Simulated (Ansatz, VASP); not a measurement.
Two plane-wave programs on Ni

Contents of INCAR:

```
SYSTEM = Ni
PREC     = Accurate       ! precision mode
ENCUT    = 690            ! plane-wave cutoff, eV
EDIFF    = 1E-6           ! SCF threshold, eV
ISMEAR   = 0              ! smearing method
SIGMA    = 0.1            ! smearing width, eV
LREAL    = .FALSE.        ! projectors in reciprocal space
LASPH    = .TRUE.         ! aspherical terms in the spheres
NELM     = 200            ! most SCF steps
ALGO     = Normal         ! electronic algorithm
ISIF     = 2              ! what is computed and relaxed
LWAVE    = .FALSE.        ! write WAVECAR
LCHARG   = .FALSE.        ! write CHGCAR
ISPIN    = 2              ! spin polarisation
MAGMOM   = 0.2            ! initial moments
LORBIT   = 11             ! projections on sites
LMAXMIX  = 4              ! l up to which the mixer works
GGA      = CA             ! functional
NBANDS   = 19             ! bands
GGA_COMPAT= .FALSE.
```

The input KPOINTS:

```
regular mesh
0
G
  12 12 12
  0 0 0
```

The input POSCAR:

```
Ni
1.0
    0.0000000000      1.7683500000      1.7683500000
    1.7683500000      0.0000000000      1.7683500000
    1.7683500000      1.7683500000      0.0000000000
Ni
1
Direct
    0.0000000000      0.0000000000      0.0000000000
```

Input for Ansatz:

```yaml
crystal:
  lattice:
    - [0.0, 1.76835, 1.76835]
    - [1.76835, 0.0, 1.76835]
    - [1.76835, 1.76835, 0.0]
  atoms:
    - { symbol: Ni, position: [0.0, 0.0, 0.0], spin: 0.2 }
magnetization:
  spin_polarized: true
hamiltonian:
  xc: lda
  pseudopotentials: { kind: paw }
basis:
  ecutwfc: 420
kpoints:
  mp_grid: { grid: [12, 12, 12] }
scf:
  occupations: { method: gaussian, width: 0.1 }
  lower_state_search: "off"
output:
  forces: true
  stress: true
```

Change from the starting cell: parallel moments scaled by 0.1, free total moment.

Alike in both runs: task single point; functional LDA; k mesh 12 × 12 × 12; occupations gaussian, width 0.1 eV; collinear spin.

```csv
,VASP,Ansatz
version,VASP 6.6.1,Ansatz 0.2.0
potentials or method,"VASP PAW LDA potentials, release 64 (Ni_sv_GW), cutoff 690 eV","PAW, plane waves, scalar-relativistic"
valence electrons in the cell,18,18
```

Ansatz gave:

| Property | Result |
| --- | --- |
| pressure (GPa) | -19.3 |
| net moment per atom (μB) | 0.67 |
| size of the moment on the site where the two differ most (μB) | 0.71 |

Q: What did VASP give for the same quantities?

A: Pressure (GPa): -19.9; net moment per atom (μB): 0.64; size of the moment on the site where the two differ most (μB): 0.67.

LDA's correlation is that of Perdew and Zunger in VASP and of Perdew and Wang (1992) in Ansatz. Site moments also hang on the region over which each program counts them.
